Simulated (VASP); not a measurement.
# AlRu (rocksalt type) (Fm-3m) in VASP: notebook

The runs below take AlRu (rocksalt type) through single point, relaxation of cell and atoms, with r2SCAN.

Program: VASP 6.6.1. These are calculated values, not measurements. Logs are shortened: lines on timing, memory, paths and dates and some standing lists are left out, and cuts for length are marked.

### Step 1. The cell of the first run

It takes space group Fm-3m (No. 225, cubic). Conventional cell: a = 4.425 Å, b = 4.425 Å, c = 4.425 Å, α = 90.00°, β = 90.00°, γ = 90.00°. Ru (site symmetry m-3m) has 6 Al at 2.21 Å within 2.9 Å. Within 2.9 Å of Al (site symmetry m-3m) lie 6 Ru at 2.21 Å.

### Step 2. Single point, r2SCAN (10.83 Å³/atom)

Input file POSCAR:

```
AlRu
1.0
    0.0000000000      2.2126238349      2.2126238349
    2.2126238349      0.0000000000      2.2126238349
    2.2126238349      2.2126238349      0.0000000000
Ru Al
1 1
Direct
    0.0000000000      0.0000000000      0.0000000000
    0.5000000000      0.5000000000      0.5000000000
```

Input file INCAR.step1:

```
SYSTEM = AlRu
PREC = Accurate
ENCUT = 520
ISMEAR = -1
SIGMA = 0.05
LREAL = .False.
LASPH = .True.
NELM = 100
NBANDS = 16
GGA = PE
ALGO = Normal
EDIFF = 1E-4
LWAVE = .True.
LCHARG = .False.
```

Input file INCAR.step2:

```
SYSTEM = AlRu
PREC = Accurate
ENCUT = 520
EDIFF = 1E-7
ISMEAR = -1
SIGMA = 0.05
LREAL = .False.
LASPH = .True.
NELM = 100
ALGO = Normal
ISIF = 2
LWAVE = .False.
LCHARG = .False.
METAGGA = R2SCAN
LMIXTAU = .True.
NBANDS = 16
ISTART = 1
```

Input file KPOINTS:

```
Automatic mesh
0
Gamma
  13 13 13
  0 0 0
```

Potentials or basis: VASP PAW PBE potentials, release 64 (Ru_pv, Al).

On the command line:

```bash
$ cat potpaw_PBE.64/Ru_pv/POTCAR potpaw_PBE.64/Al/POTCAR > POTCAR
$ cp INCAR.step1 INCAR
$ mpirun -np 1 vasp_std > vasp.out
$ cp INCAR.step2 INCAR
$ mpirun -np 1 vasp_std > vasp.out
```

OUTCAR:

```text
SYSTEM = AlRu
   PREC = Accurate
   ENCUT = 520
   EDIFF = 1E-7
   ISMEAR = -1
   LREAL = .False.
   LASPH = .True.
   NELM = 100
   ISIF = 2
   METAGGA = R2SCAN
   ISTART = 1

 ion  position               nearest neighbor table
   1  0.000  0.000  0.000-   2 2.21   2 2.21   2 2.21   2 2.21   2 2.21   2 2.21
   2  0.500  0.500  0.500-   1 2.21   1 2.21   1 2.21   1 2.21   1 2.21   1 2.21

  LATTYP: Found a face centered cubic cell.
 ALAT       =     4.4252476698

  Lattice vectors:

 A1 = (   0.0000000000,   2.2126238349,   2.2126238349)
 A2 = (   2.2126238349,   0.0000000000,   2.2126238349)
 A3 = (   2.2126238349,   2.2126238349,   0.0000000000)

Analysis of symmetry for initial positions (statically):
=====================================================================
 Subroutine PRICEL returns:
 Original cell was already a primitive cell.

 Routine SETGRP: Setting up the symmetry group for a
 face centered cubic supercell.

 Subroutine GETGRP returns: Found 48 space group operations
 (whereof 48 operations were pure point group operations)
 out of a pool of 48 trial point group operations.

The static configuration has the point symmetry O_h .

Analysis of symmetry for dynamics (positions and initial velocities):
=====================================================================
 Subroutine PRICEL returns:
 Original cell was already a primitive cell.

 Routine SETGRP: Setting up the symmetry group for a
 face centered cubic supercell.

 Subroutine GETGRP returns: Found 48 space group operations
 (whereof 48 operations were pure point group operations)
 out of a pool of 48 trial point group operations.

The dynamic configuration has the point symmetry O_h .

 Subroutine INISYM returns: Found 48 space group operations
 (whereof 48 operations are pure point group operations),
 and found     1 'primitive' translations

----------------------------------------------------------------------------------------

                                     Primitive cell

  volume of cell :      21.6647

  direct lattice vectors                    reciprocal lattice vectors
     0.000000000  2.212623835  2.212623835    -0.225976053  0.225976053  0.225976053
[... 81 lines left out ...]
   LNONCOLLINEAR =      F non collinear calculations
   LSORBIT =      F    spin-orbit coupling
   LASPH  =      T    aspherical Exc in radial PAW
   ENCUT  =  520.0 eV  38.22 Ry    6.18 a.u.   5.82  5.82  5.82*2*pi/ulx,y,z
   NELM   =    100;   NELMIN=  2; NELMDL=  0     # of ELM steps
   EDIFF  = 0.1E-06   stopping-criterion for ELM
   LREAL  =      F    real-space projection
   EDIFFG = 0.1E-05   stopping-criterion for IOM
   NSW    =      0    number of steps for IOM
   IBRION =     -1    ionic relax: 0-MD 1-quasi-New 2-CG
   NFREE  =      0    steps in history (QN), initial steepest desc. (CG)
   ISIF   =      2    stress and relaxation
   ISYM   =      2    0-nonsym 1-usesym 2-fastsym
   POTIM  = 0.5000    time-step for ionic-motion
   TEBEG  =    0.0;   TEEND  =   0.0 temperature during run
   PSTRESS=    0.0 pullay stress
   NELECT =      17.0000    total number of electrons
   NUPDOWN=      -1.0000    fix difference up-down
   EMIN   =  10.00;   EMAX   =-10.00  energy-range for DOS
   EFERMI =   0.00;   METHOD = LEGACY
   ISMEAR =    -1;   SIGMA  =   0.05  broadening in eV -4-tet -1-fermi 0-gaus
   EFERMI_NEDOS =   21; number of points for ismear=-14 and -15
   IALGO  =     38    algorithm
   IMIX   =      4    mixing-type and parameters
     AMIX     =   0.40;   BMIX     =  1.00
     AMIX_MAG =   1.60;   BMIX_MAG =  1.00
  volume/ion in A,a.u.               =      10.83        73.10
  Fermi-wavevector in a.u.,A,eV,Ry     =   1.509988  2.853464 31.022159  2.280064
  Thomas-Fermi vector in A             =   2.620238
   LORBIT       =      0    0 simple, 1 ext, 2 COOP (PROOUT), +10 PAW based schemes
   METAGGA = R2SCAN    functional components
   LHFCALC =     F    Hartree Fock is set to
   AEXX    =    0.0000 exact exchange contribution
   IVDW    =     0    specifies the selected vdW correction
   LEPSILON=     F    determine dielectric tensor
   LRPA    =     F    only Hartree local field effects (RPA)
 non-spin polarized calculation
  energy-cutoff  :      520.00
  volume of cell :       21.66
 maximum number of plane-waves:       594
   NGX = 11   NGY = 11   NGZ = 11

 number of electron      16.9999995 magnetization

 Free energy of the ion-electron system (eV)
  ---------------------------------------------------
  ext. energy  EPLUGINS =         0.00000000
  ---------------------------------------------------
  free energy    TOTEN  =       -29.82053203 eV

  energy without entropy =      -29.81337537  energy(sigma->0) =      -29.81695370

 E-fermi :  14.4590     XC(G=0): -14.6929

 val. band max:       14.4533660026   @ k =  -0.4615   0.4615   0.0769
 cond. band min:      14.4630675831   @ k =  -0.3846   0.4615   0.1538
 fundamental gap:      0.0097015805
 Fermi energy:        14.4590460184

 k-point     1 :       0.0000    0.0000    0.0000
  band No.  band energies     occupation
      1     -29.1516      2.00000
      2     -29.1516      2.00000
      3     -29.1516      2.00000
      4       2.6671      2.00000
      5      10.6743      2.00000
      6      10.6743      2.00000
[... 433 lines left out ...]
      3     -29.2201      2.00000
      4       6.6992      2.00000
      5       8.7549      2.00000
      6       9.7642      2.00000
[... 8 lines left out ...]
     15      29.7956      0.00000
     16      30.6870      0.00000

 [... further k-points ...]

------------------------ aborting loop because EDIFF is reached ----------------------------------------

  FORCE on cell =-STRESS in cart. coord.  units (eV):
  Direction    XX          YY          ZZ          XY          YZ          ZX
  --------------------------------------------------------------------------------------
  -------------------------------------------------------------------------------------
  Total       13.9103396     13.9103396     13.9103396      0.0000000      0.0000000     -0.0000000
  in kB     1028.7161531   1028.7161531   1028.7161531      0.0000000      0.0000000     -0.0000000
  external PRESSURE =    1028.7161531 kB  Pullay stress =       0.0000000 kB

 VOLUME and BASIS-vectors are now :
 -----------------------------------------------------------------------------
  energy-cutoff  :      520.00
  volume of cell :       21.66
      direct lattice vectors                 reciprocal lattice vectors
     0.000000000  2.212623835  2.212623835    -0.225976053  0.225976053  0.225976053
     2.212623835  0.000000000  2.212623835     0.225976053 -0.225976053  0.225976053
     2.212623835  2.212623835  0.000000000     0.225976053  0.225976053 -0.225976053

 POSITION                                       TOTAL-FORCE (eV/Angst)
 -----------------------------------------------------------------------------------
      0.00000      0.00000      0.00000        -0.000000     -0.000000     -0.000000
      2.21262      2.21262      2.21262         0.000000      0.000000      0.000000
 -----------------------------------------------------------------------------------
    total drift:                                0.000000     -0.000000     -0.000000

  FREE ENERGIE OF THE ION-ELECTRON SYSTEM (eV)
  ---------------------------------------------------
  free  energy   TOTEN  =       -29.8205320281 eV

  energy  without entropy=      -29.8133753710  energy(sigma->0) =      -29.81695370
```

OUTCAR.step1:

```text
SYSTEM = AlRu
   PREC = Accurate
   ENCUT = 520
   ISMEAR = -1
   LREAL = .False.
   LASPH = .True.
[... 676 lines left out ...]
      0.00000      0.00000      0.00000         0.000000      0.000000      0.000000
      2.21262      2.21262      2.21262         0.000000      0.000000      0.000000
 -----------------------------------------------------------------------------------
    total drift:                                0.000000     -0.000000     -0.000000

  FREE ENERGIE OF THE ION-ELECTRON SYSTEM (eV)
  ---------------------------------------------------
  free  energy   TOTEN  =       -10.3805186068 eV

  energy  without entropy=      -10.3729800782  energy(sigma->0) =      -10.37674934
```

OSZICAR.step1:

```text
N       E                     dE             d eps       ncg     rms          rms(c)
DAV:   1     0.127959527371E+03    0.12796E+03   -0.91185E+03  2688   0.103E+03
DAV:   2    -0.867831286219E+01   -0.13664E+03   -0.12949E+03  3192   0.305E+02
DAV:   3    -0.105779069294E+02   -0.18996E+01   -0.18926E+01  3080   0.382E+01
DAV:   4    -0.105885628401E+02   -0.10656E-01   -0.10655E-01  3512   0.309E+00
DAV:   5    -0.105886964775E+02   -0.13364E-03   -0.13364E-03  3048   0.340E-01    0.186E+01
DAV:   6    -0.103943815891E+02    0.19431E+00   -0.49557E-01  2944   0.791E+00    0.702E+00
DAV:   7    -0.103836786188E+02    0.10703E-01   -0.20719E-02  2872   0.162E+00    0.395E+00
DAV:   8    -0.103805617365E+02    0.31169E-02   -0.30736E-03  3000   0.469E-01    0.291E-01
DAV:   9    -0.103805186068E+02    0.43130E-04   -0.11435E-04  3136   0.105E-01
   1 F= -.10380519E+02 E0= -.10376749E+02  d E =-.753853E-02
```

It took 34 s on 1 thread of Intel Xeon 6975P-C (Granite Rapids), shared host; peak memory 0.16 GiB.

What came out:

| Property | Result |
| --- | --- |
| Free energy | -29.8205 eV |
| Pressure | 102.9 GPa |
| Band gap on the k mesh | zero (an odd number of electrons rules out a gap without spin polarisation) |

Caveat: the cell stands under pressure; an empty level that is flat over the whole mesh can mark a ghost state of the potentials, or a narrow d or f band; the PAW data sets were made with another functional, which shifts forces and pressure a little.

[end of part 1 of 2]
